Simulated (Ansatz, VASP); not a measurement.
# Two plane-wave programs on C

```
C
1.0
     1.23250    0.71158    3.36139
    -1.23250    0.71158    3.36139
     0.00000   -1.42317    3.36139
C
2
Direct
  0.16543 0.16543 0.17597
  0.83457 0.83457 0.82403
```

Change from the starting cell: mode 4 frozen in at +0.024 Å and mode 6 at -0.015 Å (largest displacements).

Alike in both runs: task single point; functional PBE; dispersion D3(BJ); k mesh 15 × 15 × 15; occupations gaussian, width 0.05 eV; no spin polarisation.

```csv
,VASP,Ansatz
version,VASP 6.6.1,Ansatz 0.2.0
potentials or method,"VASP PAW PBE potentials, release 64 (C), cutoff 520 eV","scalar-relativistic, plane waves, PAW"
valence electrons in the cell,8,8
```

```csv
,VASP,Ansatz,Ansatz less VASP
gap on the k mesh at the Fermi level (eV),0.15,0.15,-0.001
least direct gap on the mesh (eV),0.15,0.15,-0.001
pressure (GPa),0.8,0.3,-0.43
"traceless stress, the component that is largest in VASP (GPa)",3.73,3.41,-0.322
rms of the force components (eV/Å),1.060,1.059,-0.0013
```

Atom by atom the forces differ by 0.003 eV/Å (rms over components).
